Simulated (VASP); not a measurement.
# WS2 in VASP: a series of runs, part 2 of 2

VASP 6.6.1.

## (4) Single point, PBE+D3(BJ)

The input, INCAR:

```
SYSTEM = WS2
PREC = Accurate
ENCUT = 520
EDIFF = 1E-6
ISMEAR = 0
SIGMA = 0.02
LREAL = .False.
LASPH = .True.
NELM = 100
ALGO = Normal
ISIF = 2
LWAVE = .False.
LCHARG = .True.
LDIPOL = .True.
IDIPOL = 3
DIPOL = 0.5 0.5 0.500
GGA = PE
IVDW = 12
LELF = .True.
LVHAR = .True.
LVACPOTAV = .True.
NBANDS = 20
```

The input, KPOINTS:

```
regular mesh
0
Gamma
  12 12 1
  0 0 0
```

The input, POSCAR:

```
WS2
1.0
    3.0330000000      0.0000000000      0.0000000000
   -1.5165000000      2.6266550497      0.0000000000
    0.0000000000      0.0000000000     32.2910878415
S W
2 1
Direct
    0.3333333333      0.6666666667      0.4499303862
    0.3333333333      0.6666666667      0.5500818589
    0.6666666667      0.3333333333      0.5000061202
```

Potentials or basis: VASP PAW PBE potentials, release 64 (S, W_sv).

Run with:

```console
$ cat potpaw_PBE.64/S/POTCAR potpaw_PBE.64/W_sv/POTCAR > POTCAR
$ mpirun -np 1 vasp_std > vasp.out
```

OUTCAR:

```text
SYSTEM = WS2
   PREC = Accurate
   ENCUT = 520
   EDIFF = 1E-6
   ISMEAR = 0
   LREAL = .False.
   LASPH = .True.
   NELM = 100
   ISIF = 2
   GGA = PE
   IVDW = 12
 IVDW          = 12

 ion  position               nearest neighbor table
   1  0.333  0.667  0.450-   3 2.38   3 2.38   3 2.38
   2  0.333  0.667  0.550-   3 2.38   3 2.38   3 2.38
   3  0.667  0.333  0.500-   1 2.38   1 2.38   1 2.38   2 2.38   2 2.38   2 2.38

  LATTYP: Found a hexagonal cell.
 ALAT       =     3.0330000000
[... 632 lines left out ...]

  FORCE on cell =-STRESS in cart. coord.  units (eV):
  Direction    XX          YY          ZZ          XY          YZ          ZX
  --------------------------------------------------------------------------------------
  -------------------------------------------------------------------------------------
  Total       4.46017     4.46017     0.41971     0.00000     0.00000     0.00000
  in kB      27.77816    27.77816     2.61400     0.00000     0.00000     0.00000
  external pressure =       19.39 kB  Pullay stress =        0.00 kB

 VOLUME and BASIS-vectors are now :
 -----------------------------------------------------------------------------
  energy-cutoff  :      520.00
  volume of cell :      257.25
      direct lattice vectors                 reciprocal lattice vectors
     3.033000000  0.000000000  0.000000000     0.329706561  0.190356172  0.000000000
    -1.516500000  2.626655050  0.000000000     0.000000000  0.380712344  0.000000000
     0.000000000  0.000000000 32.291087842     0.000000000  0.000000000  0.030968297

 POSITION                                       TOTAL-FORCE (eV/Angst)
 -----------------------------------------------------------------------------------
     -0.00000      1.75110     14.52874         0.000000      0.000000     -0.138755
     -0.00000      1.75110     17.76274         0.000000      0.000000      0.138755
      1.51650      0.87555     16.14574        -0.000000      0.000000      0.000000
 -----------------------------------------------------------------------------------
    total drift:                                0.000000     -0.000000     -0.000156

  FREE ENERGIE OF THE ION-ELECTRON SYSTEM (eV)
  ---------------------------------------------------
  free  energy   TOTEN  =       -24.4212929156 eV

  energy  without entropy=      -24.4212929156  energy(sigma->0) =      -24.42129292

 vacuum level on the upper side and lower side of the slab         2.551         2.551
```

Run time: 86 s. Hardware: 1 thread of Intel Xeon 6975P-C (Granite Rapids), shared host; peak memory 0.4 GiB.

Results:

| Item | Value |
| --- | --- |
| Free energy | -24.4213 eV |
| Largest force | 0.139 eV/Å |
| Band gap on the k mesh | 1.76 eV (least direct gap 2.57 eV) |
| Dispersion energy per atom | -0.335 eV |

Forces in eV/Å, atoms in the order of the input:
```
S    0.000  0.000 -0.139
S    0.000  0.000  0.139
W    0.000  0.000  0.000
```

Caveat: spin-orbit coupling is left out, which moves the levels of the heavy elements.

## (5) Single point, PBE+D3(BJ)

The input, INCAR:

```
  PREC = Accurate
  ENCUT = 520
  EDIFF = 1E-6
  ISMEAR = 0
  SIGMA = 0.02
  LREAL = F
  LASPH = T
  NELM = 80
  ALGO = Normal
  ISIF = 2
  LWAVE = F
  LCHARG = F
  LDIPOL = T
  IDIPOL = 3
  DIPOL = 0.5 0.5 0.500
  GGA = PE
  IVDW = 12
  NBANDS = 20
```

The input, KPOINTS:

```
regular mesh
0
Gamma
  12 12 1
```

The input, POSCAR:

```
WS2
1.0
    3.0330000000      0.0000000000      0.0000000000
   -1.5165000000      2.6266550497      0.0000000000
    0.0000000000      0.0000000000     32.2910878415
S W
2 1
Direct
    0.3333333333      0.6666666667      0.4473909859
    0.3333333333      0.6666666667      0.5526212592
    0.6666666667      0.3333333333      0.5000061200
```

Potentials or basis: VASP PAW PBE potentials, release 64 (S, W_sv).

Run with:

```console
$ cat potpaw_PBE.64/S/POTCAR potpaw_PBE.64/W_sv/POTCAR > POTCAR
$ mpirun -np 1 vasp_std > vasp.out
```

OUTCAR:

```text
PREC = Accurate
   ENCUT = 520
   EDIFF = 1E-6
   ISMEAR = 0
   LREAL = F
   LASPH = T
   NELM = 80
   ISIF = 2
   GGA = PE
   IVDW = 12
 IVDW          = 12

 ion  position               nearest neighbor table
   1  0.333  0.667  0.447-   3 2.44   3 2.44   3 2.44
   2  0.333  0.667  0.553-   3 2.44   3 2.44   3 2.44
   3  0.667  0.333  0.500-   1 2.44   1 2.44   1 2.44   2 2.44   2 2.44   2 2.44

  LATTYP: Found a hexagonal cell.
 ALAT       =     3.0330000000
 C/A-ratio  =    10.6465835284

  Lattice vectors:

 A1 = (   3.0330000000,   0.0000000000,   0.0000000000)
 A2 = (  -1.5165000000,   2.6266550497,   0.0000000000)
 A3 = (   0.0000000000,   0.0000000000,  32.2910878415)

Analysis of symmetry for initial positions (statically):
=====================================================================
 Subroutine PRICEL returns:
 Original cell was already a primitive cell.

 Routine SETGRP: Setting up the symmetry group for a
 hexagonal supercell.

 Subroutine GETGRP returns: Found 12 space group operations
 (whereof  6 operations were pure point group operations)
 out of a pool of 24 trial point group operations.

The static configuration has the point symmetry C_3v.
 The point group associated with its full space group is D_3h.

Analysis of symmetry for dynamics (positions and initial velocities):
=====================================================================
 Subroutine PRICEL returns:
 Original cell was already a primitive cell.

 Routine SETGRP: Setting up the symmetry group for a
 hexagonal supercell.

 Subroutine GETGRP returns: Found 12 space group operations
 (whereof  6 operations were pure point group operations)
 out of a pool of 24 trial point group operations.

The dynamic configuration has the point symmetry C_3v.
 The point group associated with its full space group is D_3h.

 Subroutine INISYM returns: Found 12 space group operations
 (whereof  6 operations are pure point group operations),
 and found     1 'primitive' translations

----------------------------------------------------------------------------------------

                                     Primitive cell

  volume of cell :     257.2516

  direct lattice vectors                    reciprocal lattice vectors
     3.033000000  0.000000000  0.000000000     0.329706561  0.190356172  0.000000000
    -1.516500000  2.626655050  0.000000000     0.000000000  0.380712344  0.000000000
     0.000000000  0.000000000 32.291087842     0.000000000  0.000000000  0.030968297

  length of vectors
     3.033000000  3.033000000 32.291087842     0.380712344  0.380712344  0.030968297

  position of ions in fractional coordinates (direct lattice)
     0.333333333  0.666666667  0.447390986
     0.333333333  0.666666667  0.552621259
     0.666666667  0.333333333  0.500006120

  ion indices of the primitive-cell ions
   primitive index   ion index
                 1           1
                 2           2
                 3           3

----------------------------------------------------------------------------------------

 KPOINTS: regular mesh
[... 26 lines left out ...]
  0.083333  0.000000  0.000000      6.000000
  0.166667  0.000000  0.000000      6.000000
  0.250000 -0.000000  0.000000      6.000000
  0.333333  0.000000  0.000000      6.000000
  0.416667  0.000000  0.000000      6.000000
[... 11 lines left out ...]
  0.333333  0.250000  0.000000     12.000000
  0.333333  0.333333  0.000000      2.000000
   k-points           NKPTS =     19   k-points in BZ     NKDIM =     19   number of bands    NBANDS=     20
   number of dos      NEDOS =    301   number of ions     NIONS =      3
   total plane-waves  NPLWV = 138240
   dimension x,y,z NGX =    24 NGY =   24 NGZ =  240
   dimension x,y,z NGXF=    48 NGYF=   48 NGZF=  480
   ions per type =               2   1
   NGX,Y,Z   is equivalent  to a cutoff of  13.15, 13.15, 12.36 a.u.
   NGXF,Y,Z  is equivalent  to a cutoff of  26.31, 26.31, 24.71 a.u.
 SYSTEM =  unknown system
   PREC   = accura    normal or accurate (medium, high low for compatibility)
   ISTART =      0    job   : 0-new  1-cont  2-samecut
   ICHARG =      2    charge: 1-file 2-atom 10-const
   ISPIN  =      1    spin polarized calculation?
   LNONCOLLINEAR =      F non collinear calculations
   LSORBIT =      F    spin-orbit coupling
   LASPH  =      T    aspherical Exc in radial PAW
   ENCUT  =  520.0 eV  38.22 Ry    6.18 a.u.   5.64  5.64 60.04*2*pi/ulx,y,z
   NELM   =     80;   NELMIN=  2; NELMDL= -5     # of ELM steps
   EDIFF  = 0.1E-05   stopping-criterion for ELM
   LREAL  =      F    real-space projection
   EDIFFG = 0.1E-04   stopping-criterion for IOM
   NSW    =      0    number of steps for IOM
   IBRION =     -1    ionic relax: 0-MD 1-quasi-New 2-CG
   NFREE  =      0    steps in history (QN), initial steepest desc. (CG)
   ISIF   =      2    stress and relaxation
   ISYM   =      2    0-nonsym 1-usesym 2-fastsym
   POTIM  = 0.5000    time-step for ionic-motion
   TEBEG  =    0.0;   TEEND  =   0.0 temperature during run
   PSTRESS=    0.0 pullay stress
   NELECT =      26.0000    total number of electrons
   NUPDOWN=      -1.0000    fix difference up-down
   EMIN   =  10.00;   EMAX   =-10.00  energy-range for DOS
   EFERMI =   0.00;   METHOD = LEGACY
   ISMEAR =     0;   SIGMA  =   0.02  broadening in eV -4-tet -1-fermi 0-gaus
   EFERMI_NEDOS =   21; number of points for ismear=-14 and -15
   IALGO  =     38    algorithm
   IMIX   =      4    mixing-type and parameters
     AMIX     =   0.40;   BMIX     =  1.00
     AMIX_MAG =   1.60;   BMIX_MAG =  1.00
  volume/ion in A,a.u.               =      85.75       578.67
  Fermi-wavevector in a.u.,A,eV,Ry     =   0.762570  1.441049  7.911972  0.581514
  Thomas-Fermi vector in A             =   1.862061
   LORBIT       =      0    0 simple, 1 ext, 2 COOP (PROOUT), +10 PAW based schemes
   GGA     = PE    functional components
   LHFCALC =     F    Hartree Fock is set to
   AEXX    =    0.0000 exact exchange contribution
   IVDW    =    12    specifies the selected vdW correction
   LEPSILON=     F    determine dielectric tensor
   LRPA    =     F    only Hartree local field effects (RPA)
 non-spin polarized calculation
 Gauss-broadening in eV      SIGMA  =   0.02
  energy-cutoff  :      520.00
  volume of cell :      257.25
 maximum number of plane-waves:      6985
 NGX is ok and might be reduce to    24
   NGX = 11   NGY = 11   NGZ =121

 dipolmoment           0.000000      0.000000      0.000000 electrons x Angstroem

 number of electron      26.0000000 magnetization

 dipolmoment           0.000000      0.000000     -0.000001 electrons x Angstroem

 Free energy of the ion-electron system (eV)
  ---------------------------------------------------
  ext. energy  EPLUGINS =         0.00000000
  ---------------------------------------------------
  free energy    TOTEN  =       -23.32720376 eV

  energy without entropy =      -23.32720376  energy(sigma->0) =      -23.32720376

 E-fermi :  -2.7645     XC(G=0):  -2.5725

 val. band max:       -2.9057730529   @ k =   0.3333   0.3333   0.0000
 cond. band min:      -1.4491778030   @ k =   0.1667   0.1667   0.0000
 fundamental gap:      1.4565952499
 Fermi energy:        -2.7645025290

 k-point     1 :       0.0000    0.0000    0.0000
  band No.  band energies     occupation
      1     -76.8477      2.00000
      2     -41.1605      2.00000
      3     -40.8127      2.00000
      4     -40.8127      2.00000
      5     -17.8665      2.00000
      6     -16.5499      2.00000
[... 426 lines left out ...]
     19       4.7157      0.00000
     20       6.3451      0.00000

------------------------ aborting loop because EDIFF is reached ----------------------------------------

 vacuum level on the upper side and lower side of the slab       (xc-potential included)        -0.011        -0.011

 Edisp (eV)   -0.98583

 E8    (eV) :    -0.4437

  FORCE on cell =-STRESS in cart. coord.  units (eV):
  Direction    XX          YY          ZZ          XY          YZ          ZX
  --------------------------------------------------------------------------------------
  -------------------------------------------------------------------------------------
  Total       2.67881     2.67881    -4.78396     0.00000     0.00000     0.00000
  in kB      16.68375    16.68375   -29.79474     0.00000     0.00000     0.00000
  external pressure =        1.19 kB  Pullay stress =        0.00 kB

 VOLUME and BASIS-vectors are now :
 -----------------------------------------------------------------------------
  energy-cutoff  :      520.00
  volume of cell :      257.25
      direct lattice vectors                 reciprocal lattice vectors
     3.033000000  0.000000000  0.000000000     0.329706561  0.190356172  0.000000000
    -1.516500000  2.626655050  0.000000000     0.000000000  0.380712344  0.000000000
     0.000000000  0.000000000 32.291087842     0.000000000  0.000000000  0.030968297

 POSITION                                       TOTAL-FORCE (eV/Angst)
 -----------------------------------------------------------------------------------
     -0.00000      1.75110     14.44674        -0.000000     -0.000000      1.399578
     -0.00000      1.75110     17.84474        -0.000000     -0.000000     -1.399578
      1.51650      0.87555     16.14574         0.000000      0.000000      0.000000
 -----------------------------------------------------------------------------------
    total drift:                                0.000000     -0.000000     -0.000166

  FREE ENERGIE OF THE ION-ELECTRON SYSTEM (eV)
  ---------------------------------------------------
  free  energy   TOTEN  =       -24.3130382560 eV

  energy  without entropy=      -24.3130382560  energy(sigma->0) =      -24.31303826

 vacuum level on the upper side and lower side of the slab         2.536         2.536
```

It took 82 s on 1 thread of Intel Xeon 6975P-C (Granite Rapids), shared host; peak memory 0.39 GiB.

Results:

```
Free energy                : -24.3130 eV
Largest force              : 1.400 eV/Å
Band gap on the k mesh     : 1.46 eV (least direct gap 2.26 eV)
Dispersion energy per atom : -0.329 eV
```

Forces on the atoms (eV/Å):
```
S    0.000  0.000  1.400
S    0.000  0.000 -1.400
W    0.000  0.000  0.000
```

Levels at points of the mesh, in eV from the valence-band top:
```tsv
k point	band 11	band 12	band 13	band 14	band 15	band 16
(0.00, 0.00, 0.00)	-1.00	-0.77	-0.77	3.06	3.06	3.27
(0.50, 0.00, 0.00)	-2.75	-1.13	-0.64	3.25	3.68	3.85
```

Caveat: spin-orbit coupling is left out, which moves the levels of the heavy elements.

## (6) The runs side by side

| cell | gap on the mesh (eV) | largest force (eV/Å) |
| --- | --- | --- |
| as given, atomic positions A | 1.88 | 4.38 |
| as given, atomic positions B | 2.11 | 2.05 |
| as given, atomic positions C | 1.76 | 0.14 |
| as given, atomic positions D | 1.46 | 1.40 |

Alike in all rows: task single point; level PBE+D3(BJ); potentials or basis VASP PAW PBE potentials, release 64 (S, W_sv); no spin polarisation; k mesh 12 × 12 × 1; cutoff (eV) 520; smearing gaussian 0.02 eV.

Caveats: spin-orbit coupling is left out, which moves the levels of the heavy elements.

Total energies depend on the potentials used, so only differences within one code and one set of settings carry meaning.
